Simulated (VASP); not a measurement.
# SiHC in VASP: a series of runs

The runs below take SiHC through single point, relaxation of the atoms, with HSE06, PBEsol.

Program: VASP 6.6.1. These are calculated values, not measurements. Logs are shortened: lines on timing, memory, paths and dates and some standing lists are left out, and cuts for length are marked.

## (1) The cell of the first run

The cell holds a slab with vacuum, 12 atoms: a = 3.081 Å, b = 4.357 Å, c = 20.121 Å, α = 90.00°, β = 90.00°, γ = 90.00°.

## (2) Single point, HSE06

POSCAR reads:

```
SiHC
1.0
    2.1784270000     -2.1784270000      0.0000000000
    0.0000000000      0.0000000000      4.3568530000
  -14.2277950000    -14.2277950000      0.0000000000
Si C H
4 4 4
Direct
    0.9986290000      0.9977750000      0.3861080000
    0.9985430000      0.9987410000      0.5383400000
    0.4985120000      0.4978200000      0.6143470000
    0.4985430000      0.4987380000      0.4621160000
    0.9985050000      0.2555230000      0.6134140000
    0.9985240000      0.2499840000      0.4619010000
    0.4985360000      0.7499970000      0.5385470000
    0.4986530000      0.7554940000      0.3870410000
    0.9984910000      0.1921880000      0.3240630000
    0.9985200000      0.1103940000      0.6586110000
    0.4985330000      0.6922030000      0.6763920000
    0.4985330000      0.6104460000      0.3418350000
```

INCAR.step1 reads:

```
PREC = Accurate
ENCUT = 520
EDIFF = 1E-5
ISMEAR = -1
SIGMA = 0.05
LREAL = False
LASPH = True
NELM = 60
ALGO = Normal
ISIF = 2
LWAVE = True
LCHARG = False
NBANDS = 30
GGA = PE
```

INCAR.step2 reads:

```
PREC = Accurate
ENCUT = 520
EDIFF = 1E-6
ISMEAR = -1
SIGMA = 0.05
LREAL = False
LASPH = True
NELM = 60
ALGO = Normal
ISIF = 2
LWAVE = False
LCHARG = False
GGA = PE
LHFCALC = True
HFSCREEN = 0.2079
PRECFOCK = Fast
NBANDS = 30
ISTART = 1
```

KPOINTS reads:

```
Automatic mesh
0
Gamma
  4 3 1
```

Potentials or basis: VASP PAW PBE potentials, release 64 (Si, C, H).

Run with:

```console
$ cat potpaw_PBE.64/Si/POTCAR potpaw_PBE.64/C/POTCAR potpaw_PBE.64/H/POTCAR > POTCAR
$ cp INCAR.step1 INCAR
$ mpirun -np 1 vasp_std > vasp.out
$ cp INCAR.step2 INCAR
$ mpirun -np 1 vasp_std > vasp.out
```

OUTCAR:

```text
PREC = Accurate
   ENCUT = 520
   EDIFF = 1E-6
   ISMEAR = -1
   LREAL = False
   LASPH = True
   NELM = 60
   ISIF = 2
   GGA = PE
   LHFCALC = True
   HFSCREEN = 0.2079
   PRECFOCK = Fast
   ISTART = 1

 ion  position               nearest neighbor table
   1  0.999  0.998  0.386-   9 1.51   8 1.87   8 1.87   6 1.88   2 3.06   4 3.07   4 3.07   4 3.08
                             4 3.08
   2  0.999  0.999  0.538-   5 1.88   7 1.88   7 1.88   6 1.89   1 3.06   3 3.07   3 3.07   4 3.08
                             4 3.08   4 3.08   4 3.08   3 3.08   3 3.08
   3  0.499  0.498  0.614-  11 1.51   5 1.87   5 1.87   7 1.88   4 3.06   2 3.07   2 3.07   2 3.08
                             2 3.08
   4  0.499  0.499  0.462-   8 1.88   6 1.88   6 1.88   7 1.89   3 3.06   1 3.07   1 3.07   2 3.08
                             2 3.08   2 3.08   2 3.08   1 3.08   1 3.08
   5  0.999  0.256  0.613-  10 1.11   3 1.87   3 1.87   2 1.88
   6  0.999  0.250  0.462-   1 1.88   4 1.88   4 1.88   2 1.89
   7  0.499  0.750  0.539-   3 1.88   2 1.88   2 1.88   4 1.89
   8  0.499  0.755  0.387-  12 1.11   1 1.87   1 1.87   4 1.88
   9  0.998  0.192  0.324-   1 1.51
  10  0.999  0.110  0.659-   5 1.11
  11  0.499  0.692  0.676-   3 1.51
  12  0.499  0.610  0.342-   8 1.11

  LATTYP: Found a simple orthorhombic cell.
 ALAT       =     3.0807610080
 B/A-ratio  =     1.4142132378
 C/A-ratio  =     6.5312241356

  Lattice vectors:

 A1 = (   2.1784270000,  -2.1784270000,   0.0000000000)
 A2 = (   0.0000000000,   0.0000000000,   4.3568530000)
 A3 = ( -14.2277950000, -14.2277950000,   0.0000000000)

Analysis of symmetry for initial positions (statically):
=====================================================================
 Subroutine PRICEL returns:
 Original cell was already a primitive cell.

 Routine SETGRP: Setting up the symmetry group for a
 simple orthorhombic supercell.

 Subroutine GETGRP returns: Found  1 space group operations
 (whereof  1 operations were pure point group operations)
 out of a pool of  8 trial point group operations.

The static configuration has the point symmetry C_1 .

Analysis of symmetry for dynamics (positions and initial velocities):
=====================================================================
 Subroutine PRICEL returns:
 Original cell was already a primitive cell.

 Routine SETGRP: Setting up the symmetry group for a
 simple orthorhombic supercell.

 Subroutine GETGRP returns: Found  1 space group operations
 (whereof  1 operations were pure point group operations)
 out of a pool of  8 trial point group operations.

The dynamic configuration has the point symmetry C_1 .

 Subroutine INISYM returns: Found  1 space group operations
 (whereof  1 operations are pure point group operations),
 and found     1 'primitive' translations

----------------------------------------------------------------------------------------

                                     Primitive cell

  volume of cell :     270.0745

  direct lattice vectors                    reciprocal lattice vectors
     2.178427000 -2.178427000  0.000000000     0.229523413 -0.229523413  0.000000000
     0.000000000  0.000000000  4.356853000     0.000000000  0.000000000  0.229523466
   -14.227795000-14.227795000  0.000000000    -0.035142480 -0.035142480  0.000000000

  length of vectors
     3.080761008  4.356853000 20.121140652     0.324595124  0.229523466  0.049698972

  position of ions in fractional coordinates (direct lattice)
     0.998629000  0.997775000  0.386108000
     0.998543000  0.998741000  0.538340000
     0.498512000  0.497820000  0.614347000
     0.498543000  0.498738000  0.462116000
     0.998505000  0.255523000  0.613414000
     0.998524000  0.249984000  0.461901000
     0.498536000  0.749997000  0.538547000
     0.498653000  0.755494000  0.387041000
     0.998491000  0.192188000  0.324063000
     0.998520000  0.110394000  0.658611000
     0.498533000  0.692203000  0.676392000
     0.498533000  0.610446000  0.341835000

  ion indices of the primitive-cell ions
[... 25 lines left out ...]
     0.057380853 -0.057380853  0.000000000     0.250000000  0.000000000  0.000000000
     0.000000000  0.000000000  0.076507822     0.000000000  0.333333333  0.000000000
    -0.035142480 -0.035142480  0.000000000     0.000000000  0.000000000  1.000000000

  Length of vectors
     0.081148781  0.076507822  0.049698972

  Shift w.r.t. Gamma in fractional coordinates (k-lattice)
     0.000000000  0.000000000  0.000000000

 Subroutine IBZKPT returns following result:
 ===========================================

 Found      7 irreducible k-points:

 Following reciprocal coordinates:
            Coordinates               Weight
  0.000000  0.000000  0.000000      1.000000
  0.250000  0.000000  0.000000      2.000000
  0.500000  0.000000  0.000000      1.000000
  0.000000  0.333333  0.000000      2.000000
  0.250000  0.333333  0.000000      2.000000
  0.250000 -0.333333  0.000000      2.000000
  0.500000  0.333333  0.000000      2.000000
   k-points           NKPTS =      7   k-points in BZ     NKDIM =     12   number of bands    NBANDS=     30
   number of dos      NEDOS =    301   number of ions     NIONS =     12
   total plane-waves  NPLWV = 115200
   dimension x,y,z NGX =    24 NGY =   32 NGZ =  150
   dimension x,y,z NGXF=    48 NGYF=   64 NGZF=  300
   ions per type =               4   4   4
   NGX,Y,Z   is equivalent  to a cutoff of  12.95, 12.21, 12.39 a.u.
   NGXF,Y,Z  is equivalent  to a cutoff of  25.90, 24.42, 24.79 a.u.
 SYSTEM =  unknown system
   PREC   = accura    normal or accurate (medium, high low for compatibility)
   ISTART =      1    job   : 0-new  1-cont  2-samecut
   ICHARG =      0    charge: 1-file 2-atom 10-const
   ISPIN  =      1    spin polarized calculation?
   LNONCOLLINEAR =      F non collinear calculations
   LSORBIT =      F    spin-orbit coupling
   LASPH  =      T    aspherical Exc in radial PAW
   ENCUT  =  520.0 eV  38.22 Ry    6.18 a.u.   5.73  8.10 37.41*2*pi/ulx,y,z
   NELM   =     60;   NELMIN=  2; NELMDL=  0     # of ELM steps
   EDIFF  = 0.1E-05   stopping-criterion for ELM
   LREAL  =      F    real-space projection
   EDIFFG = 0.1E-04   stopping-criterion for IOM
   NSW    =      0    number of steps for IOM
   IBRION =     -1    ionic relax: 0-MD 1-quasi-New 2-CG
   NFREE  =      0    steps in history (QN), initial steepest desc. (CG)
   ISIF   =      2    stress and relaxation
   ISYM   =      3    0-nonsym 1-usesym 2-fastsym
   POTIM  = 0.5000    time-step for ionic-motion
   TEBEG  =    0.0;   TEEND  =   0.0 temperature during run
   PSTRESS=    0.0 pullay stress
   NELECT =      36.0000    total number of electrons
   NUPDOWN=      -1.0000    fix difference up-down
   EMIN   =  10.00;   EMAX   =-10.00  energy-range for DOS
   EFERMI =   0.00;   METHOD = LEGACY
   ISMEAR =    -1;   SIGMA  =   0.05  broadening in eV -4-tet -1-fermi 0-gaus
   EFERMI_NEDOS =   21; number of points for ismear=-14 and -15
   IALGO  =     38    algorithm
   IMIX   =      1    mixing-type and parameters
     AMIX     =   0.40;   BMIX     =  1.00
     AMIX_MAG =   1.60;   BMIX_MAG =  1.00
  volume/ion in A,a.u.               =      22.51       151.88
  Fermi-wavevector in a.u.,A,eV,Ry     =   0.836273  1.580326  9.515258  0.699352
  Thomas-Fermi vector in A             =   1.949969
   LORBIT       =      0    0 simple, 1 ext, 2 COOP (PROOUT), +10 PAW based schemes
   GGA     = PE    functional components
   LHFCALC =     T    Hartree Fock is set to
   PRECFOCK=fast      Normal, Fast or Accurate (Low or Medium for compatibility)
   ENCUT4O =  -1.0   cutoff for four orbital integrals eV
   NKREDX  =     1    reduce k-point grid by
   NKREDY  =     1    reduce k-point grid by
   NKREDZ  =     1    reduce k-point grid by
   AEXX    =    0.2500 exact exchange contribution
   HFSCREEN=    0.2079 screening length (either q_TF or 0.3 A-1)
   HFSCREENC=   0.2079 screening length for correlation (either q_TF or 0.3 A-1)
   ENCUTFOCK=  -1.0 apply spherical cutoff to Coloumb kernel
   IVDW    =     0    specifies the selected vdW correction
   LEPSILON=     F    determine dielectric tensor
   LRPA    =     F    only Hartree local field effects (RPA)
 non-spin polarized calculation
  energy-cutoff  :      520.00
  volume of cell :      270.07
 maximum number of plane-waves:      7296
 NGX is ok and might be reduce to    24
  NGX = 14; NGY = 20; NGZ = 96

 number of electron      36.0000000 magnetization

 Free energy of the ion-electron system (eV)
  ---------------------------------------------------
  ext. energy  EPLUGINS =         0.00000000
  ---------------------------------------------------
  free energy    TOTEN  =       -85.39369514 eV

  energy without entropy =      -85.39369514  energy(sigma->0) =      -85.39369514

 E-fermi :  -0.4184     XC(G=0):  -4.0760

 val. band max:       -1.5317419046   @ k =   0.0000   0.0000   0.0000
 cond. band min:       1.8898865457   @ k =   0.0000   0.0000   0.0000
 fundamental gap:      3.4216284503
 Fermi energy:        -0.4183978738

 k-point     1 :       0.0000    0.0000    0.0000
  band No.  band energies     occupation
      1     -17.8720      2.00000
      2     -16.4008      2.00000
      3     -14.4723      2.00000
      4     -13.1519      2.00000
      5      -9.6399      2.00000
      6      -8.9667      2.00000
[... 220 lines left out ...]
     29       8.2298      0.00000
     30       8.2301      0.00000

------------------------ aborting loop because EDIFF is reached ----------------------------------------

  FORCE on cell =-STRESS in cart. coord.  units (eV):
  Direction    XX          YY          ZZ          XY          YZ          ZX
  --------------------------------------------------------------------------------------
  -------------------------------------------------------------------------------------
  Total       -0.1931535     -0.1901527      0.3470252     -1.4779670     -0.0005076     -0.0002636
  in kB       -1.1458552     -1.1280533      2.0586762     -8.7678239     -0.0030111     -0.0015635
  external PRESSURE =      -0.0717441 kB  Pullay stress =       0.0000000 kB

 VOLUME and BASIS-vectors are now :
 -----------------------------------------------------------------------------
  energy-cutoff  :      520.00
  volume of cell :      270.07
      direct lattice vectors                 reciprocal lattice vectors
     2.178427000 -2.178427000  0.000000000     0.229523413 -0.229523413  0.000000000
     0.000000000  0.000000000  4.356853000     0.000000000  0.000000000  0.229523466
   -14.227795000-14.227795000  0.000000000    -0.035142480 -0.035142480  0.000000000

 POSITION                                       TOTAL-FORCE (eV/Angst)
 -----------------------------------------------------------------------------------
     -3.31803     -7.66891      4.34716         0.122381      0.122986      0.027456
     -5.48414     -9.83464      4.35137        -0.009068     -0.008095     -0.024406
     -7.65483     -9.82678      2.16893        -0.121914     -0.121843      0.024089
     -5.48885     -7.66093      2.17293         0.010527      0.010793     -0.027403
     -6.55236    -10.90270      1.11328        -0.110726     -0.111904     -0.057739
     -4.39662     -8.74704      1.08914         0.018858      0.016113      0.031156
     -6.57631     -8.74836      3.26763        -0.020148     -0.020284      0.030817
     -4.42046     -6.59302      3.29158         0.108764      0.113757     -0.055842
     -2.43556     -6.78584      0.83733        -0.151112     -0.152676     -0.175806
     -7.19538    -11.54579      0.48097         0.185796      0.185819      0.202339
     -8.53755    -10.70958      3.01583         0.151437      0.151547     -0.174788
     -3.77754     -5.94958      2.65962        -0.184795     -0.186212      0.200127
 -----------------------------------------------------------------------------------
    total drift:                                0.000128     -0.000047     -0.000333

  FREE ENERGIE OF THE ION-ELECTRON SYSTEM (eV)
  ---------------------------------------------------
  free  energy   TOTEN  =       -85.3936951416 eV

  energy  without entropy=      -85.3936951416  energy(sigma->0) =      -85.39369514
```

Run time: 12 min. Hardware: 1 thread of Intel Xeon Platinum 8259CL at 2.50GHz (Skylake/Cascade Lake), shared host; peak memory 0.48 GiB.

Results:

```yaml
Free_energy: -85.3937 eV
Largest_force: 0.332 eV/Å
Band_gap_on_the_k_mesh: 3.42 eV
```

Forces on the atoms (eV/Å):
```
Si   0.122  0.123  0.027
Si  -0.009 -0.008 -0.024
Si  -0.122 -0.122  0.024
Si   0.011  0.011 -0.027
C   -0.111 -0.112 -0.058
C    0.019  0.016  0.031
C   -0.020 -0.020  0.031
C    0.109  0.114 -0.056
H   -0.151 -0.153 -0.176
H    0.186  0.186  0.202
H    0.151  0.152 -0.175
H   -0.185 -0.186  0.200
```

Levels at points of the mesh, in eV from the valence-band top:
```csv
k point,band 15,band 16,band 17,band 18,band 19,band 20,band 21,band 22
"(0.00, 0.00, 0.00)",-0.80,-0.76,-0.61,0.00,3.42,5.02,5.06,5.69
"(0.50, 0.00, 0.00)",-3.33,-3.32,-2.13,-2.13,3.58,3.58,6.14,6.14
```

Caveat: the k points lie up to 0.51 Å⁻¹ apart; there is no dipole correction, which matters where the two faces differ; the PAW data sets were made with another functional, which shifts forces and pressure a little.

## (3) Relaxation of the atoms, PBEsol

INCAR reads:

```
SYSTEM = SiHC
  PREC = Accurate
  ENCUT = 520
  EDIFF = 1E-6
  ISMEAR = -1
  SIGMA = 0.05
  LREAL = .False.
  LASPH = .True.
  NELM = 60
  ALGO = Normal
  ISIF = 2
  LWAVE = .False.
  LCHARG = .False.
  GGA = PS
  IBRION = 2
  NSW = 100
  EDIFFG = -0.03
```

KPOINTS reads:

```
Automatic mesh
0
Gamma
  6 4 1
  0 0 0
```

POSCAR reads:

```
SiHC
1.0
    2.1784270000     -2.1784270000      0.0000000000
    0.0000000000      0.0000000000      4.3568530000
  -14.2277950000    -14.2277950000      0.0000000000
Si C H
4 4 4
Direct
    0.9962210000      0.9971730000      0.3844550000
    0.9976850000      0.0020080000      0.5372980000
    0.5034240000      0.5060580000      0.6154420000
    0.5008710000      0.5044880000      0.4616630000
    0.9979980000      0.2485290000      0.6158170000
    0.9984340000      0.2477170000      0.4620840000
    0.4931160000      0.7529840000      0.5392130000
    0.5117370000      0.7500590000      0.3860720000
    0.9906110000      0.1955540000      0.3247110000
    0.0015510000      0.1020230000      0.6614400000
    0.5027630000      0.6985070000      0.6757690000
    0.4881110000      0.6042050000      0.3387530000
```

Potentials or basis: VASP PAW PBE potentials, release 64 (Si, C, H).

Run with:

```console
$ cat potpaw_PBE.64/Si/POTCAR potpaw_PBE.64/C/POTCAR potpaw_PBE.64/H/POTCAR > POTCAR
$ mpirun -np 1 vasp_std > vasp.out
```

It took 8.1 min on 1 thread of Intel Xeon Platinum 8488C (Sapphire Rapids), shared host; peak memory 0.38 GiB.

The run converged. Its results:

```yaml
Free_energy: -76.7346 eV
Energy_gained_by_relaxing: 13.7 meV/atom
Ionic_steps: 16
Largest_force_after_relaxing: 0.024 eV/Å
Band_gap_on_the_k_mesh: 2.33 eV
```

Forces on the atoms (eV/Å):
```
Si   0.016 -0.003  0.017
Si  -0.015  0.000  0.004
Si  -0.013 -0.002  0.015
Si  -0.002  0.000  0.010
C    0.003  0.005 -0.013
C   -0.015 -0.019 -0.005
C    0.012  0.013  0.007
C    0.011  0.001  0.012
H    0.004  0.001 -0.017
H    0.010  0.010 -0.001
H   -0.012 -0.006 -0.017
H    0.000  0.000 -0.012
```

The path:
| step | energy change (eV) | largest force (eV/Å) | pressure (GPa) |
| --- | --- | --- | --- |
| 1 | 0.0000 | 1.5854 | -0.16 |
| 2 | 0.0753 | 3.2694 | 0.25 |
| 3 | -0.1259 | 0.7393 | -0.11 |
| 4 | -0.1392 | 0.5382 | 0.04 |
| 5 | -0.1441 | 0.3394 | -0.01 |
| 6 | -0.1543 | 0.1676 | 0.16 |
| 7 | -0.1557 | 0.2716 | 0.25 |
| 8 | -0.1606 | 0.1388 | 0.36 |
| 9 | -0.1606 | 0.1386 | 0.36 |
| 10 | -0.1629 | 0.0926 | 0.45 |
| 11 | -0.1630 | 0.1091 | 0.47 |
| 12 | -0.1637 | 0.1016 | 0.52 |
| 13 | -0.1638 | 0.0589 | 0.51 |
| 14 | -0.1643 | 0.0475 | 0.58 |
| 15 | -0.1643 | 0.0478 | 0.58 |
| 16 | -0.1646 | 0.0242 | 0.62 |

Final structure:
```
Si C H
1.0
     2.17843   -2.17843    0.00000
     0.00000    0.00000    4.35685
   -14.22780  -14.22780    0.00000
Si C H
4 4 4
Direct
  0.99692 0.99733 0.38601
  0.99932 0.99853 0.53838
  0.49988 0.49768 0.61444
  0.49814 0.49833 0.46208
  0.99983 0.25536 0.61363
  0.99810 0.24960 0.46181
  0.49923 0.74960 0.53861
  0.49697 0.75498 0.38691
  0.99668 0.19356 0.32421
  0.99978 0.10993 0.65887
  0.50045 0.69462 0.67612
  0.49722 0.60979 0.34166
```

Levels at points of the mesh, in eV from the valence-band top:
```
           k point  band 16  band 17  band 18  band 19  band 20  band 21
(0.00, 0.00, 0.00)    -0.67    -0.56     0.00     2.33     4.14     4.17
(0.50, 0.00, 0.00)    -3.02    -1.97    -1.96     2.46     2.47     4.89
(0.00, 0.50, 0.00)    -1.08    -1.07    -1.07     4.51     4.51     5.21
(0.50, 0.50, 0.00)    -1.85    -1.68    -1.68     5.01     5.01     5.66
```

Caveat: there is no dipole correction, which matters where the two faces differ; the PAW data sets were made with another functional, which shifts forces and pressure a little.
